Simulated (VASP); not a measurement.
# LiF (Imm2) in VASP: notebook, part 2 of 2

VASP 6.6.1. Earlier steps stand in the parts before.

## (4) Single point, r2SCAN

POSCAR reads:

```
LiF
1.0
    0.0000000000      2.0140000000      2.0140000000
    2.0140000000      0.0000000000      2.0140000000
    2.0140000000      2.0140000000      0.0000000000
Li F
1 1
Direct
    0.0175547860      0.0000000000      0.0000000000
    0.5000000000      0.5000000000      0.5000000000
```

INCAR.step1 reads:

```
PREC = Accurate
ENCUT = 520
ISMEAR = 0
SIGMA = 0.05
LREAL = False
LASPH = True
NELM = 80
NBANDS = 12
GGA = PE
ALGO = Normal
EDIFF = 1E-4
LWAVE = True
LCHARG = False
```

INCAR.step2 reads:

```
PREC = Accurate
ENCUT = 520
EDIFF = 1E-6
ISMEAR = 0
SIGMA = 0.05
LREAL = False
LASPH = True
NELM = 80
ALGO = Normal
ISIF = 2
LWAVE = False
LCHARG = False
METAGGA = R2SCAN
LMIXTAU = True
NBANDS = 12
ISTART = 1
```

KPOINTS reads:

```
regular mesh
0
Gamma
  10 10 10
```

Launch:

```
$ cat potpaw_PBE.64/Li_sv/POTCAR potpaw_PBE.64/F/POTCAR > POTCAR
$ cp INCAR.step1 INCAR
$ mpirun -np 1 vasp_std > vasp.out
$ cp INCAR.step2 INCAR
$ mpirun -np 1 vasp_std > vasp.out
```

It took 74 s on 1 thread of Intel Xeon Platinum 8559C (Emerald Rapids), shared host; peak memory 0.15 GiB.

Results (log left out):

* Free energy: -11.8970 eV
* Largest force: 0.094 eV/Å
* Band gap on the k mesh: 10.26 eV

Forces on the atoms (eV/Å):
```
Li   0.000 -0.067 -0.067
F    0.000  0.067  0.067
```

Levels at points of the mesh, in eV from the valence-band top:
| k point | band 3 | band 4 | band 5 | band 6 | band 7 | band 8 |
| --- | --- | --- | --- | --- | --- | --- |
| (0.00, 0.00, 0.00) | 0.00 | 0.00 | 0.00 | 10.26 | 25.35 | 25.35 |
| (0.50, 0.00, 0.00) | -2.49 | -0.25 | -0.24 | 11.84 | 18.12 | 20.44 |
| (0.00, 0.50, 0.00) | -2.49 | -0.24 | -0.24 | 11.83 | 18.11 | 20.44 |
| (0.50, 0.50, 0.00) | -3.00 | -1.01 | -1.01 | 16.04 | 17.43 | 19.08 |
| (0.00, 0.50, 0.50) | -3.00 | -1.01 | -1.00 | 16.06 | 17.42 | 19.04 |

Caveat: the cell differs from its parent crystal (all Li atoms moved -0.050 Å, as atom 1 towards its neighbour atom 1 (Li) at 2.848 Å); the cutoff is under 1.25 times the usual one of these potentials, so pressure, stress and relaxed cells hold a basis-set (Pulay) error; the PAW data sets were made with another functional, which shifts forces and pressure a little. A k mesh can miss the band edges.

## (5) Single point, r2SCAN

Edit POSCAR of step 4 so:

```diff
@@ -8,3 +8,3 @@
 Direct
-    0.0175547860      0.0000000000      0.0000000000
+   -0.0087773930      0.0000000000      0.0000000000
     0.5000000000      0.5000000000      0.5000000000
```

Edit INCAR.step1 of step 4 so:

```diff
@@ -6,3 +6,3 @@
 LASPH = True
-NELM = 80
+NELM = 60
 NBANDS = 12
```

Edit INCAR.step2 of step 4 so:

```diff
@@ -7,3 +7,3 @@
 LASPH = True
-NELM = 80
+NELM = 60
 ALGO = Normal
```

KPOINTS is that of step 4.

Potentials or basis: VASP PAW PBE potentials, release 64 (Li_sv, F).

Launch:

```
$ cat potpaw_PBE.64/Li_sv/POTCAR potpaw_PBE.64/F/POTCAR > POTCAR
$ cp INCAR.step1 INCAR
$ mpirun -np 1 vasp_std > vasp.out
$ cp INCAR.step2 INCAR
$ mpirun -np 1 vasp_std > vasp.out
```

OUTCAR:

```text
PREC = Accurate
   ENCUT = 520
   EDIFF = 1E-6
   ISMEAR = 0
   LREAL = False
   LASPH = True
   NELM = 60
   ISIF = 2
   METAGGA = R2SCAN
   ISTART = 1

 ion  position               nearest neighbor table
   1  0.991  0.000  0.000-   2 2.00   2 2.00   2 2.01   2 2.01   2 2.03   2 2.03
   2  0.500  0.500  0.500-   1 2.00   1 2.00   1 2.01   1 2.01   1 2.03   1 2.03

  LATTYP: Found a face centered cubic cell.
 ALAT       =     4.0280000000

  Lattice vectors:

 A1 = (   0.0000000000,   2.0140000000,   2.0140000000)
 A2 = (   2.0140000000,   0.0000000000,   2.0140000000)
 A3 = (   2.0140000000,   2.0140000000,   0.0000000000)

Analysis of symmetry for initial positions (statically):
=====================================================================
 Subroutine PRICEL returns:
 Original cell was already a primitive cell.

 Routine SETGRP: Setting up the symmetry group for a
 face centered cubic supercell.

 Subroutine GETGRP returns: Found  4 space group operations
 (whereof  4 operations were pure point group operations)
 out of a pool of 48 trial point group operations.

The static configuration has the point symmetry C_2v.

Analysis of symmetry for dynamics (positions and initial velocities):
=====================================================================
 Subroutine PRICEL returns:
 Original cell was already a primitive cell.

 Routine SETGRP: Setting up the symmetry group for a
 face centered cubic supercell.

 Subroutine GETGRP returns: Found  4 space group operations
 (whereof  4 operations were pure point group operations)
 out of a pool of 48 trial point group operations.

The dynamic configuration has the point symmetry C_2v.

 Subroutine INISYM returns: Found  4 space group operations
 (whereof  4 operations are pure point group operations),
 and found     1 'primitive' translations

----------------------------------------------------------------------------------------

                                     Primitive cell

  volume of cell :      16.3384

  direct lattice vectors                    reciprocal lattice vectors
     0.000000000  2.014000000  2.014000000    -0.248262165  0.248262165  0.248262165
     2.014000000  0.000000000  2.014000000     0.248262165 -0.248262165  0.248262165
     2.014000000  2.014000000  0.000000000     0.248262165  0.248262165 -0.248262165

  length of vectors
     2.848226115  2.848226115  2.848226115     0.430002683  0.430002683  0.430002683

  position of ions in fractional coordinates (direct lattice)
     0.991222607  0.000000000  0.000000000
     0.500000000  0.500000000  0.500000000

  ion indices of the primitive-cell ions
   primitive index   ion index
                 1           1
                 2           2

----------------------------------------------------------------------------------------

 KPOINTS: regular mesh

Automatic generation of k-mesh.
 Grid dimensions read from file:
 generate k-points for:   10   10   10

 Generating k-lattice:

  Cartesian coordinates                     Fractional coordinates (reciprocal lattice)
    -0.024826216  0.024826216  0.024826216     0.100000000  0.000000000  0.000000000
     0.024826216 -0.024826216  0.024826216     0.000000000  0.100000000  0.000000000
     0.024826216  0.024826216 -0.024826216     0.000000000  0.000000000  0.100000000

  Length of vectors
     0.043000268  0.043000268  0.043000268

  Shift w.r.t. Gamma in fractional coordinates (k-lattice)
     0.000000000  0.000000000  0.000000000

 Subroutine IBZKPT returns following result:
 ===========================================

 Found    171 irreducible k-points:

 Following reciprocal coordinates:
            Coordinates               Weight
  0.000000  0.000000  0.000000      1.000000
  0.100000  0.000000  0.000000      4.000000
  0.000000  0.100000  0.000000      4.000000
  0.200000  0.000000  0.000000      4.000000
  0.000000  0.200000  0.000000      4.000000
  0.300000  0.000000  0.000000      4.000000
[... 16 lines left out ...]
  0.000000  0.400000  0.100000      4.000000
  0.100000  0.000000  0.400000      8.000000
 [... further k-points ...]
   k-points           NKPTS =    171   k-points in BZ     NKDIM =    171   number of bands    NBANDS=     12
   number of dos      NEDOS =    301   number of ions     NIONS =      2
   total plane-waves  NPLWV =  13824
   dimension x,y,z NGX =    24 NGY =   24 NGZ =   24
   dimension x,y,z NGXF=    48 NGYF=   48 NGZF=   48
   ions per type =               1   1
   NGX,Y,Z   is equivalent  to a cutoff of  14.01, 14.01, 14.01 a.u.
   NGXF,Y,Z  is equivalent  to a cutoff of  28.02, 28.02, 28.02 a.u.
 SYSTEM =  unknown system
   PREC   = accura    normal or accurate (medium, high low for compatibility)
   ISTART =      1    job   : 0-new  1-cont  2-samecut
   ICHARG =      0    charge: 1-file 2-atom 10-const
   ISPIN  =      1    spin polarized calculation?
   LNONCOLLINEAR =      F non collinear calculations
   LSORBIT =      F    spin-orbit coupling
   LASPH  =      T    aspherical Exc in radial PAW
   ENCUT  =  520.0 eV  38.22 Ry    6.18 a.u.   5.30  5.30  5.30*2*pi/ulx,y,z
   NELM   =     60;   NELMIN=  2; NELMDL=  0     # of ELM steps
   EDIFF  = 0.1E-05   stopping-criterion for ELM
   LREAL  =      F    real-space projection
   EDIFFG = 0.1E-04   stopping-criterion for IOM
   NSW    =      0    number of steps for IOM
   IBRION =     -1    ionic relax: 0-MD 1-quasi-New 2-CG
   NFREE  =      0    steps in history (QN), initial steepest desc. (CG)
   ISIF   =      2    stress and relaxation
   ISYM   =      2    0-nonsym 1-usesym 2-fastsym
   POTIM  = 0.5000    time-step for ionic-motion
   TEBEG  =    0.0;   TEEND  =   0.0 temperature during run
   PSTRESS=    0.0 pullay stress
   NELECT =      10.0000    total number of electrons
   NUPDOWN=      -1.0000    fix difference up-down
   EMIN   =  10.00;   EMAX   =-10.00  energy-range for DOS
   EFERMI =   0.00;   METHOD = LEGACY
   ISMEAR =     0;   SIGMA  =   0.05  broadening in eV -4-tet -1-fermi 0-gaus
   EFERMI_NEDOS =   21; number of points for ismear=-14 and -15
   IALGO  =     38    algorithm
   IMIX   =      4    mixing-type and parameters
     AMIX     =   0.40;   BMIX     =  1.00
     AMIX_MAG =   1.60;   BMIX_MAG =  1.00
  volume/ion in A,a.u.               =       8.17        55.13
  Fermi-wavevector in a.u.,A,eV,Ry     =   1.389970  2.626662 26.286674  1.932016
  Thomas-Fermi vector in A             =   2.513950
   LORBIT       =      0    0 simple, 1 ext, 2 COOP (PROOUT), +10 PAW based schemes
   METAGGA = R2SCAN    functional components
   LHFCALC =     F    Hartree Fock is set to
   AEXX    =    0.0000 exact exchange contribution
   IVDW    =     0    specifies the selected vdW correction
   LEPSILON=     F    determine dielectric tensor
   LRPA    =     F    only Hartree local field effects (RPA)
 non-spin polarized calculation
 Gauss-broadening in eV      SIGMA  =   0.05
  energy-cutoff  :      520.00
  volume of cell :       16.34
 maximum number of plane-waves:       459
 NGX is ok and might be reduce to    24
   NGX = 11   NGY = 11   NGZ = 11

 number of electron       9.9999997 magnetization

 Free energy of the ion-electron system (eV)
  ---------------------------------------------------
  ext. energy  EPLUGINS =         0.00000000
  ---------------------------------------------------
  free energy    TOTEN  =       -11.89857379 eV

  energy without entropy =      -11.89857379  energy(sigma->0) =      -11.89857379

 E-fermi :  -1.2683     XC(G=0): -10.5443

 val. band max:       -1.6394761261   @ k =   0.0000   0.0000   0.0000
 cond. band min:       8.6224379872   @ k =   0.0000   0.0000   0.0000
 fundamental gap:     10.2619141132
 Fermi energy:        -1.2683166111

 k-point     1 :       0.0000    0.0000    0.0000
  band No.  band energies     occupation
      1     -43.7053      2.00000
      2     -22.7372      2.00000
      3      -1.6410      2.00000
      4      -1.6397      2.00000
      5      -1.6395      2.00000
      6       8.6224      0.00000
      7      23.8016      0.00000
      8      23.8033      0.00000
      9      23.8406      0.00000
     10      24.4295      0.00000
     11      24.4746      0.00000
     12      24.4757      0.00000
[... 331 lines left out ...]
 k-point    24 :       0.1000    0.0000    0.4000
  band No.  band energies     occupation
      1     -43.6551      2.00000
      2     -22.3648      2.00000
      3      -3.7537      2.00000
      4      -2.0088      2.00000
      5      -1.9780      2.00000
      6      10.5968      0.00000
      7      16.3449      0.00000
      8      19.2627      0.00000
      9      19.4232      0.00000
     10      26.5969      0.00000
     11      30.8173      0.00000
     12      30.8472      0.00000

 [... further k-points ...]
[... 5 lines left out ...]
  --------------------------------------------------------------------------------------
  -------------------------------------------------------------------------------------
  Total       -0.3068326     -0.2855942     -0.2855942      0.0000000     -0.0040553      0.0000000
  in kB      -30.0887219    -28.0060313    -28.0060313      0.0000000     -0.3976706      0.0000000
  external PRESSURE =     -28.7002615 kB  Pullay stress =       0.0000000 kB

 VOLUME and BASIS-vectors are now :
 -----------------------------------------------------------------------------
  energy-cutoff  :      520.00
  volume of cell :       16.34
      direct lattice vectors                 reciprocal lattice vectors
     0.000000000  2.014000000  2.014000000    -0.248262165  0.248262165  0.248262165
     2.014000000  0.000000000  2.014000000     0.248262165 -0.248262165  0.248262165
     2.014000000  2.014000000  0.000000000     0.248262165  0.248262165 -0.248262165

 POSITION                                       TOTAL-FORCE (eV/Angst)
 -----------------------------------------------------------------------------------
      0.00000      1.99632      1.99632        -0.000000      0.032599      0.032599
      2.01400      2.01400      2.01400         0.000000     -0.032599     -0.032599
 -----------------------------------------------------------------------------------
    total drift:                                0.000000     -0.001962     -0.001963

  FREE ENERGIE OF THE ION-ELECTRON SYSTEM (eV)
  ---------------------------------------------------
  free  energy   TOTEN  =       -11.8985737853 eV

  energy  without entropy=      -11.8985737853  energy(sigma->0) =      -11.89857379
```

OSZICAR.step1:

```text
N       E                     dE             d eps       ncg     rms          rms(c)
DAV:   1     0.316082691639E+02    0.31608E+02   -0.53454E+03  4268   0.839E+02
DAV:   2    -0.905330384865E+01   -0.40662E+02   -0.39781E+02  4948   0.188E+02
DAV:   3    -0.101376491042E+02   -0.10843E+01   -0.10817E+01  5376   0.269E+01
DAV:   4    -0.101478574275E+02   -0.10208E-01   -0.10208E-01  4708   0.281E+00
DAV:   5    -0.101479723415E+02   -0.11491E-03   -0.11491E-03  5360   0.217E-01    0.454E+00
DAV:   6    -0.962577987409E+01    0.52219E+00   -0.25003E+00  4628   0.980E+00    0.139E+00
DAV:   7    -0.963012076492E+01   -0.43409E-02   -0.18486E-02  5384   0.119E+00    0.860E-01
DAV:   8    -0.963692402845E+01   -0.68033E-02   -0.15089E-02  4984   0.127E+00    0.111E-01
DAV:   9    -0.963694552106E+01   -0.21493E-04   -0.94656E-04  4748   0.277E-01
   1 F= -.96369455E+01 E0= -.96369455E+01  d E =-.839866E-34
```

Wall time 77 s (1 thread of Intel Xeon Platinum 8559C (Emerald Rapids), shared host); peak memory 0.15 GiB.

What came out:

```yaml
Free_energy: -11.8986 eV
Largest_force: 0.046 eV/Å
Band_gap_on_the_k_mesh: 10.26 eV
```

Forces on the atoms (eV/Å):
```
Li   0.000  0.033  0.033
F    0.000 -0.033 -0.033
```

Caveat: the cell differs from its parent crystal (all Li atoms moved +0.025 Å, as atom 1 towards its neighbour atom 1 (Li) at 2.848 Å); the cutoff is under 1.25 times the usual one of these potentials, so pressure, stress and relaxed cells hold a basis-set (Pulay) error; the PAW data sets were made with another functional, which shifts forces and pressure a little. A k mesh can miss the band edges.

## (6) Single point, r2SCAN

Edit POSCAR of step 5 so:

```diff
@@ -8,3 +8,3 @@
 Direct
-   -0.0087773930      0.0000000000      0.0000000000
+   -0.0307208755      0.0000000000      0.0000000000
     0.5000000000      0.5000000000      0.5000000000
```

INCAR.step1 reads:

```
PREC = Accurate
ENCUT = 520
ISMEAR = 0
SIGMA = 0.05
LREAL = F
LASPH = T
NELM = 60
NBANDS = 12
GGA = PE
ALGO = Normal
EDIFF = 1E-4
LWAVE = T
LCHARG = F
```

INCAR.step2 reads:

```
PREC = Accurate
ENCUT = 520
EDIFF = 1E-6
ISMEAR = 0
SIGMA = 0.05
LREAL = F
LASPH = T
NELM = 60
ALGO = Normal
ISIF = 2
LWAVE = F
LCHARG = F
METAGGA = R2SCAN
LMIXTAU = T
NBANDS = 12
ISTART = 1
```

KPOINTS is that of step 5.

Potentials or basis: VASP PAW PBE potentials, release 64 (Li_sv, F).

Launch:

```
$ cat potpaw_PBE.64/Li_sv/POTCAR potpaw_PBE.64/F/POTCAR > POTCAR
$ cp INCAR.step1 INCAR
$ mpirun -np 1 vasp_std > vasp.out
$ cp INCAR.step2 INCAR
$ mpirun -np 1 vasp_std > vasp.out
```

Run time: 55 s. Hardware: 1 thread of Intel Xeon Platinum 8559C (Emerald Rapids), shared host; peak memory 0.15 GiB.

It converged, with:

```
Free energy            : -11.8922 eV
Largest force          : 0.150 eV/Å
Band gap on the k mesh : 10.25 eV
```

Forces on the atoms (eV/Å):
```
Li   0.000  0.106  0.106
F    0.000 -0.106 -0.106
```

Levels at points of the mesh, in eV from the valence-band top:
```csv
k point,band 2,band 3,band 4,band 5,band 6,band 7,band 8,band 9
"(0.00, 0.00, 0.00)",-21.10,-0.01,0.00,0.00,10.25,25.17,25.17,25.48
"(0.50, 0.00, 0.00)",-20.69,-2.49,-0.26,-0.24,11.85,18.10,20.46,20.47
"(0.00, 0.50, 0.00)",-20.69,-2.49,-0.25,-0.25,11.84,18.05,20.46,20.57
"(0.50, 0.50, 0.00)",-20.43,-3.00,-1.01,-1.01,16.02,17.41,19.04,21.96
"(0.00, 0.50, 0.50)",-20.43,-3.00,-1.02,-1.00,16.06,17.37,18.91,21.94
```

Caveat: the cell differs from its parent crystal (all Li atoms moved +0.087 Å, as atom 1 towards its neighbour atom 1 (Li) at 2.848 Å); the cutoff is under 1.25 times the usual one of these potentials, so pressure, stress and relaxed cells hold a basis-set (Pulay) error; the PAW data sets were made with another functional, which shifts forces and pressure a little.

## (7) Summary

| cell | gap on the mesh (eV) | largest force (eV/Å) |
| --- | --- | --- |
| as given, atomic positions A | 10.24 | 0.17 |
| as given, atomic positions B | 10.25 | 0.15 |
| as given, atomic positions C | 10.26 | 0.09 |
| as given, atomic positions D | 10.26 | 0.05 |
| as given, atomic positions E | 10.25 | 0.15 |

Alike in all rows: task single point; level r2SCAN; potentials or basis VASP PAW PBE potentials, release 64 (Li_sv, F); no spin polarisation; k mesh 10 × 10 × 10; cutoff (eV) 520; smearing gaussian 0.05 eV.

Caveats: the cutoff is under 1.25 times the usual one of these potentials, so pressure, stress and relaxed cells hold a basis-set (Pulay) error; the PAW data sets were made with another functional, which shifts forces and pressure a little.

Total energies depend on the potentials used, so only differences within one code and one set of settings carry meaning.
